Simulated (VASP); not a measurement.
Runs of VASP 6.6.1 on Na2Zr. The structure is that of space group Fd-3m (No. 227), or close to it. The cells are those of the table. 

```csv
task,cell,k mesh,cutoff (eV),gap on the mesh (eV),pressure (GPa),relaxed volume (Å³/atom)
relaxation of cell and atoms,"relaxed from a = 6.016 Å, angles 60.0°, 6 atoms",8 × 8 × 8,600,none,0.0,26.03
relaxation of cell and atoms,"relaxed from a = 5.480 Å, angles 60.0°, 6 atoms",4 × 4 × 4,600,none,0.0,26.01
single point,"a = 5.480 Å, angles 60.0°, 6 atoms",4 × 4 × 4,520,none,14.5,-
single point,"a = 6.042 Å, angles 60.0°, 6 atoms",8 × 8 × 8,520,none,0.0,-
single point,"a = 6.016 Å, angles 60.0°, 6 atoms",4 × 4 × 4,520,none,(a),-
```

Alike in all rows: level PBE; potentials or basis VASP PAW PBE potentials, release 64 (Na_pv, Zr_sv); no spin polarisation; smearing gaussian 0.1 eV.

Task: Fill in the values left out.

Result: (a) 0.4.

Caveats: the volume moved by over 15 % at a fixed basis, so the end points are rough (at least some runs); the cell stands under pressure (at least some runs).

A k mesh can miss the band edges, and the runs leave out spin-orbit coupling on Zr.

A gap of «none» marks levels without a gap at the run's occupations.
